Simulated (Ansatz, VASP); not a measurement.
# Al2O3 in VASP and in Ansatz

File INCAR:

```
SYSTEM = Al2O3
PREC = Accurate
ENCUT = 520
EDIFF = 1E-6
ISMEAR = -1
SIGMA = 0.05
LREAL = .False.
LASPH = .True.
NELM = 60
ALGO = Normal
ISIF = 2
LWAVE = .False.
LCHARG = .False.
GGA = PS
NBANDS = 20
```

File KPOINTS:

```
regular mesh
0
Gamma
  10 10 4
  0 0 0
```

The input POSCAR:

```
Al2O3
1.0
    2.9558839834      0.0000000000      0.0000000000
   -1.4779419917      2.5598706203      0.0000000000
    0.0000000000      0.0000000000      7.4200082063
Al O
2 3
Direct
    0.0000000000      0.0000000000      0.7220490000
    0.0000000000      0.0000000000      0.2779510000
    0.0000000000      0.0000000000      0.5000000000
    0.6666666667      0.3333333333      0.8005460000
    0.3333333333      0.6666666667      0.1994540000
```

Contents of input.yaml:

```yaml
crystal:
  lattice:
    - [2.9558839834, 0.0, 0.0]
    - [-1.4779419917, 2.5598706203, 0.0]
    - [0.0, 0.0, 7.4200082063]
  atoms:
    - { symbol: Al, position: [0.0, 0.0, 0.722049] }
    - { symbol: Al, position: [0.0, 0.0, 0.277951] }
    - { symbol: O, position: [0.0, 0.0, 0.5] }
    - { symbol: O, position: [0.6666666667, 0.3333333333, 0.800546] }
    - { symbol: O, position: [0.3333333333, 0.6666666667, 0.199454] }
kpoints:
  mp_grid: { grid: [10, 10, 4] }
scf:
  occupations: { method: fermi_dirac, width: 0.05 }
hamiltonian:
  xc: pbesol
  pseudopotentials: { kind: all_electron, lapw: { basis_error: 0.002 } }
output:
  forces: true
  stress: true
  eigenvalues: true
```

Change from the starting cell: volume scaled by 0.94.

Alike in both runs: task single point; functional PBEsol; k mesh 10 × 10 × 4; occupations fermi-dirac, width 0.05 eV; no spin polarisation.

|  | VASP | Ansatz |
| --- | --- | --- |
| version | VASP 6.6.1 | Ansatz 0.2.0 |
| potentials or method | VASP PAW PBE potentials, release 64 (Al, O), cutoff 520 eV | all-electron LAPW, scalar-relativistic |

Ansatz gave:

| Item | Value |
| --- | --- |
| gap on the k mesh at the Fermi level (eV) | 2.68 |
| least direct gap on the mesh (eV) | 2.68 |
| pressure (GPa) | 7.1 |
| traceless stress, the component that is largest in VASP (GPa) | 2.48 |
| rms of the force components (eV/Å) | 0.207 |

Q: Which values does VASP return?

A: gap on the k mesh at the Fermi level (eV): 2.63; least direct gap on the mesh (eV): 2.63; pressure (GPa): 7.5; traceless stress, the component that is largest in VASP (GPa): 2.86; rms of the force components (eV/Å): 0.233.

VASP's potentials were made for PBE, not for PBEsol. Atom by atom the forces differ by 0.027 eV/Å (rms over components). Ansatz ran all-electron here, and VASP with PAW potentials.
